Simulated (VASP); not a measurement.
# Be2CdO3 (Cmcm) in VASP: single point with PBE

Aim: the single point of Be2CdO3 with PBE.

All numbers are computed with VASP 6.6.1; they aren't measurements. Logs are shortened: lines on timing, memory, paths and dates and some standing lists are left out, and cuts for length are marked.

**1. The cell of the first run**

The structure is orthorhombic, space group Cmcm (No. 63). The conventional cell has a = 6.648 Å, b = 8.796 Å, c = 4.051 Å, α = 90.00°, β = 90.00°, γ = 90.00°. Within 2.2 Å of Be (site symmetry 2) lie 4 O at 1.59 to 1.67 Å and 3 Be at 2.03 to 2.17 Å. Cd (site symmetry m2m) has 10 O at 2.45 to 3.15 Å and 8 Be at 3.00 to 3.04 Å within 3.2 Å. O (site symmetry m) has 2 Be at 1.59 Å within 2.1 Å. Within 2.2 Å of O (site symmetry m2m) lie 4 Be at 1.67 Å.

**2. Single point, PBE**

INCAR

```
SYSTEM = Be2CdO3
  ALGO = Normal
  EDIFF = 1E-6
  ENCUT = 600
  GGA = PE
  GGA_COMPAT = .FALSE.
  ISIF = 2
  ISMEAR = 0
  LASPH = .TRUE.
  LCHARG = .TRUE.
  LELF = .TRUE.
  LREAL = .FALSE.
  LVHAR = .TRUE.
  LWAVE = .FALSE.
  NBANDS = 46
  NELM = 120
  PREC = Accurate
  SIGMA = 0.15
```

KPOINTS

```
k-points
0
G
  2 2 3
  0 0 0
```

POSCAR

```
Be2CdO3
1.0
    3.3237949337     -4.3978730175      0.0000000000
    3.3237949337      4.3978730175      0.0000000000
    0.0000000000      0.0000000000      4.0508806387
Be Cd O
4 2 6
Direct
    0.8369030029      0.8369030029      0.5000000000
    0.8369030029      0.8369030029      0.0000000000
    0.1630969971      0.1630969971      0.5000000000
    0.1630969971      0.1630969971      0.0000000000
    0.7030736843      0.2969263157      0.7500000000
    0.2969263157      0.7030736843      0.2500000000
    0.6141261041      0.8368203863      0.7500000000
    0.8368203863      0.6141261041      0.2500000000
    0.0871013338      0.9128986662      0.7500000000
    0.3858738959      0.1631796137      0.2500000000
    0.1631796137      0.3858738959      0.7500000000
    0.9128986662      0.0871013338      0.2500000000
```

Potentials or basis: VASP PAW PBE potentials, release 64 (Be, Cd, O).

The run is started by

```
$ cat potpaw_PBE.64/Be/POTCAR potpaw_PBE.64/Cd/POTCAR potpaw_PBE.64/O/POTCAR > POTCAR
$ mpirun -np 1 vasp_std > vasp.out
```

OUTCAR:

```text
SYSTEM = Be2CdO3
   EDIFF = 1E-6
   ENCUT = 600
   GGA = PE
   ISIF = 2
   ISMEAR = 0
   LASPH = .TRUE.
   LREAL = .FALSE.
   NELM = 120
   PREC = Accurate

 ion  position               nearest neighbor table
   1  0.837  0.837  0.500-   7 1.59   8 1.59   9 1.67  12 1.67   2 2.03   2 2.03   3 2.17   6 3.00
                             5 3.00   5 3.04   6 3.04
   2  0.837  0.837  0.000-   7 1.59   8 1.59   9 1.67  12 1.67   1 2.03   1 2.03   4 2.17   6 3.00
                             5 3.00   5 3.04   6 3.04
   3  0.163  0.163  0.500-  10 1.59  11 1.59   9 1.67  12 1.67   4 2.03   4 2.03   1 2.17   6 3.00
                             5 3.00   6 3.04   5 3.04
   4  0.163  0.163  0.000-  10 1.59  11 1.59   9 1.67  12 1.67   3 2.03   3 2.03   2 2.17   6 3.00
                             5 3.00   6 3.04   5 3.04
   5  0.703  0.297  0.750-   7 2.45  11 2.45  10 2.65   8 2.65   8 2.65  10 2.65  12 2.74  12 2.74
                             1 3.00   2 3.00   3 3.00   4 3.00   1 3.04   2 3.04   3 3.04   4 3.04
   6  0.297  0.703  0.250-   8 2.45  10 2.45   7 2.65  11 2.65   7 2.65  11 2.65   9 2.74   9 2.74
                             1 3.00   2 3.00   3 3.00   4 3.00   1 3.04   2 3.04   3 3.04   4 3.04
   7  0.614  0.837  0.750-   1 1.59   2 1.59   5 2.45   6 2.65   6 2.65
   8  0.837  0.614  0.250-   1 1.59   2 1.59   6 2.45   5 2.65   5 2.65
   9  0.087  0.913  0.750-   1 1.67   2 1.67   3 1.67   4 1.67   6 2.74   6 2.74
  10  0.386  0.163  0.250-   3 1.59   4 1.59   6 2.45   5 2.65   5 2.65
  11  0.163  0.386  0.750-   3 1.59   4 1.59   5 2.45   6 2.65   6 2.65
  12  0.913  0.087  0.250-   1 1.67   2 1.67   3 1.67   4 1.67   5 2.74   5 2.74

  LATTYP: Found a base centered orthorhombic cell.
 ALAT       =     6.6475898674
 B/A-ratio  =     1.3231481199
 C/A-ratio  =     0.6093758369

  Lattice vectors:

 A1 = (   3.3237949337,  -4.3978730175,   0.0000000000)
 A2 = (   3.3237949337,   4.3978730175,   0.0000000000)
 A3 = (   0.0000000000,   0.0000000000,   4.0508806387)

Analysis of symmetry for initial positions (statically):
=====================================================================
 Subroutine PRICEL returns:
 Original cell was already a primitive cell.

 Routine SETGRP: Setting up the symmetry group for a
 base centered orthorhombic supercell.

 Subroutine GETGRP returns: Found  8 space group operations
 (whereof  4 operations were pure point group operations)
 out of a pool of  8 trial point group operations.

The static configuration has the point symmetry C_2h.
 The point group associated with its full space group is D_2h.

Analysis of symmetry for dynamics (positions and initial velocities):
=====================================================================
 Subroutine PRICEL returns:
 Original cell was already a primitive cell.

[... 127 lines left out ...]
   IMIX   =      4    mixing-type and parameters
     AMIX     =   0.40;   BMIX     =  1.00
     AMIX_MAG =   1.60;   BMIX_MAG =  1.00
  volume/ion in A,a.u.               =       9.87        66.60
  Fermi-wavevector in a.u.,A,eV,Ry     =   1.360689  2.571330 25.190857  1.851476
  Thomas-Fermi vector in A             =   2.487330
   LORBIT       =      0    0 simple, 1 ext, 2 COOP (PROOUT), +10 PAW based schemes
   GGA     = PE    functional components
   LHFCALC =     F    Hartree Fock is set to
   AEXX    =    0.0000 exact exchange contribution
   IVDW    =     0    specifies the selected vdW correction
   LEPSILON=     F    determine dielectric tensor
   LRPA    =     F    only Hartree local field effects (RPA)
 non-spin polarized calculation
 Gauss-broadening in eV      SIGMA  =   0.15
  energy-cutoff  :      600.00
  volume of cell :      118.43
 maximum number of plane-waves:      3968
 NGX is ok and might be reduce to    48
   NGX = 23   NGY = 23   NGZ = 17

 number of electron      68.0000005 magnetization

 Free energy of the ion-electron system (eV)
  ---------------------------------------------------
  ext. energy  EPLUGINS =         0.00000000
  ---------------------------------------------------
  free energy    TOTEN  =       -68.30458828 eV

  energy without entropy =      -68.30458828  energy(sigma->0) =      -68.30458828

 E-fermi :   2.5827     XC(G=0): -10.8571

 val. band max:        1.8691875053   @ k =   0.5000   0.0000   0.0000
 cond. band min:       3.4464973724   @ k =   0.0000   0.0000   0.0000
 fundamental gap:      1.5773098670
 Fermi energy:         2.5826632551

 k-point     1 :       0.0000    0.0000    0.0000
  band No.  band energies     occupation
      1     -16.8314      2.00000
      2     -15.2486      2.00000
      3     -14.7883      2.00000
      4     -14.6195      2.00000
      5     -14.5266      2.00000
      6     -14.5018      2.00000
[... 283 lines left out ...]
     45      14.2736      0.00000
     46      14.4934      0.00000

------------------------ aborting loop because EDIFF is reached ----------------------------------------

  FORCE on cell =-STRESS in cart. coord.  units (eV):
  Direction    XX          YY          ZZ          XY          YZ          ZX
  --------------------------------------------------------------------------------------
  -------------------------------------------------------------------------------------
  Total        0.3144982      0.3118530      0.3863072      0.0000000      0.0000000      0.0000000
  in kB        4.2547333      4.2189472      5.2262124      0.0000000      0.0000000      0.0000000
  external PRESSURE =       4.5666310 kB  Pullay stress =       0.0000000 kB

 VOLUME and BASIS-vectors are now :
 -----------------------------------------------------------------------------
  energy-cutoff  :      600.00
  volume of cell :      118.43
      direct lattice vectors                 reciprocal lattice vectors
     3.323794934 -4.397873018  0.000000000     0.150430460 -0.113691323  0.000000000
     3.323794934  4.397873018  0.000000000     0.150430460  0.113691323  0.000000000
     0.000000000  0.000000000  4.050880639     0.000000000  0.000000000  0.246859903

 POSITION                                       TOTAL-FORCE (eV/Angst)
 -----------------------------------------------------------------------------------
      5.56339      0.00000      2.02544        -0.058023      0.000000     -0.000000
      5.56339      0.00000      0.00000        -0.058023      0.000000      0.000000
      1.08420      0.00000      2.02544         0.058023      0.000000      0.000000
      1.08420      0.00000      0.00000         0.058023      0.000000     -0.000000
      3.32379     -1.78618      3.03816        -0.000000     -0.021976      0.000000
      3.32379      1.78618      1.01272        -0.000000      0.021976      0.000000
      4.82265      0.97938      3.03816        -0.113350      0.056130      0.000000
      4.82265     -0.97938      1.01272        -0.113350     -0.056130     -0.000000
      3.32379      3.63175      3.03816        -0.000000      0.040998     -0.000000
      1.82494     -0.97938      1.01272         0.113350     -0.056130     -0.000000
      1.82494      0.97938      3.03816         0.113350      0.056130      0.000000
      3.32379     -3.63175      1.01272        -0.000000     -0.040998     -0.000000
 -----------------------------------------------------------------------------------
    total drift:                                0.000000      0.000000      0.000000

  FREE ENERGIE OF THE ION-ELECTRON SYSTEM (eV)
  ---------------------------------------------------
  free  energy   TOTEN  =       -68.3045882834 eV

  energy  without entropy=      -68.3045882834  energy(sigma->0) =      -68.30458828
```

OSZICAR:

```text
N       E                     dE             d eps       ncg     rms          rms(c)
DAV:   1     0.555868907818E+03    0.55587E+03   -0.39475E+04   552   0.162E+03
DAV:   2    -0.353579377958E+02   -0.59123E+03   -0.56389E+03   596   0.405E+02
DAV:   3    -0.804008385609E+02   -0.45043E+02   -0.44586E+02   680   0.121E+02
DAV:   4    -0.810524292645E+02   -0.65159E+00   -0.65009E+00   648   0.163E+01
DAV:   5    -0.810601752628E+02   -0.77460E-02   -0.77426E-02   662   0.170E+00    0.178E+01
DAV:   6    -0.690425337335E+02    0.12018E+02   -0.30286E+01   786   0.508E+01    0.903E+00
DAV:   7    -0.685573052100E+02    0.48523E+00   -0.51934E+00   658   0.145E+01    0.652E+00
DAV:   8    -0.683267848810E+02    0.23052E+00   -0.14567E+00   660   0.739E+00    0.134E+00
DAV:   9    -0.683059074713E+02    0.20877E-01   -0.27236E-01   634   0.318E+00    0.652E-01
DAV:  10    -0.683037977782E+02    0.21097E-02   -0.34920E-02   628   0.140E+00    0.450E-01
DAV:  11    -0.683039946688E+02   -0.19689E-03   -0.16727E-03   624   0.294E-01    0.262E-01
DAV:  12    -0.683045635267E+02   -0.56886E-03   -0.11055E-03   618   0.250E-01    0.367E-02
DAV:  13    -0.683045863807E+02   -0.22854E-04   -0.26154E-04   642   0.139E-01    0.484E-02
DAV:  14    -0.683045910351E+02   -0.46544E-05   -0.22205E-05   626   0.317E-02    0.228E-02
DAV:  15    -0.683045884403E+02    0.25949E-05   -0.56138E-06   706   0.241E-02    0.901E-03
DAV:  16    -0.683045882834E+02    0.15687E-06   -0.19446E-06   444   0.826E-03
   1 F= -.68304588E+02 E0= -.68304588E+02  d E =-.231313E-11
```

stdout:

```text
POSCAR found type information on POSCAR BeCdO
 POSCAR found :  3 types and      12 ions
 scaLAPACK will be used
 LDA part: xc-table for (Slater+PW92), standard interpolation
 POSCAR, INCAR and KPOINTS ok, starting setup
 FFT: planning ... GRIDC
 FFT: planning ... GRID_SOFT
 FFT: planning ... GRID
 WAVECAR not read
 entering main loop
```

Run time: 74 s. Hardware: 1 thread of Intel Xeon 8259CL, shared host; peak memory 0.26 GiB.

Results:

- Free energy: -68.3046 eV
- Pressure: 0.5 GPa
- Largest force: 0.126 eV/Å
- Band gap on the k mesh: 1.58 eV (least direct gap 1.93 eV)

Forces in eV/Å, atoms in the order of the input:
```
Be  -0.058  0.000  0.000
Be  -0.058  0.000  0.000
Be   0.058  0.000  0.000
Be   0.058  0.000  0.000
Cd   0.000 -0.022  0.000
Cd   0.000  0.022  0.000
O   -0.113  0.056  0.000
O   -0.113 -0.056  0.000
O    0.000  0.041  0.000
O    0.113 -0.056  0.000
O    0.113  0.056  0.000
O    0.000 -0.041  0.000
```

Caveat: the k points lie up to 0.59 Å⁻¹ apart; an odd mesh through Γ misses points on the zone boundary, where band edges can lie.
